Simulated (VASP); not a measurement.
Write the native input for VASP 6.6.1 that does the following.

| Quantity | Value |
| --- | --- |
| Task | relaxation of cell and atoms |
| Functional | PBEsol |
| Potentials or basis | VASP PAW PBE potentials, release 64 (Ta_pv) |
| Cutoff | 600 eV |
| k mesh | 18 × 18 × 18 |
| Occupations | gaussian, width 0.1 eV |
| Spin | no spin polarisation |
| Dipole correction | no |
| Further INCAR settings | ALGO = Fast; EDIFF = 1e-06; IBRION = 2; EDIFFG = -0.005; NSW = 100; ISIF = 3 |

The structure of Ta lies in POSCAR:

```
Ta
1.0
   -1.6512800000      1.6512800000      1.6512800000
    1.6512800000     -1.6512800000      1.6512800000
    1.6512800000      1.6512800000     -1.6512800000
Ta
1
Direct
    0.0000000000      0.0000000000      0.0000000000
```

The input as run:

INCAR

```
  PREC = Accurate
  ENCUT = 600
  EDIFF = 1E-6
  ISMEAR = 0
  SIGMA = 0.1
  LREAL = F
  LASPH = T
  NELM = 100
  ALGO = Fast
  ISIF = 3
  LWAVE = F
  LCHARG = F
  GGA = PS
  IBRION = 2
  NSW = 100
  EDIFFG = -0.005
```

KPOINTS

```
Automatic mesh
0
Gamma
  18 18 18
```

Potentials or basis: VASP PAW PBE potentials, release 64 (Ta_pv).

Run with:

```console
$ cat potpaw_PBE.64/Ta_pv/POTCAR > POTCAR
$ mpirun -np 1 vasp_std > vasp.out
```

It gave:

```yaml
Relaxed_volume: 17.67 Å³/atom
Relaxed_cell: a = 2.842 Å, b = 2.842 Å, c = 2.842 Å, α = 109.47°, β = 109.47°, γ = 109.47°
Space_group_after_relaxing_to_0.05_Å: Im-3m (No. 229)
Energy_gained_by_relaxing: 4.1 meV/atom
Ionic_steps: 4
Pressure_after_relaxing: 0.0 GPa
```

Caveat: the PAW data sets were made with another functional, which shifts forces and pressure a little.

Wall time 110 s on 1 thread of AMD EPYC 7R43 64-Core Processor (Zen 3) (shared host), peak memory 0.15 GiB.
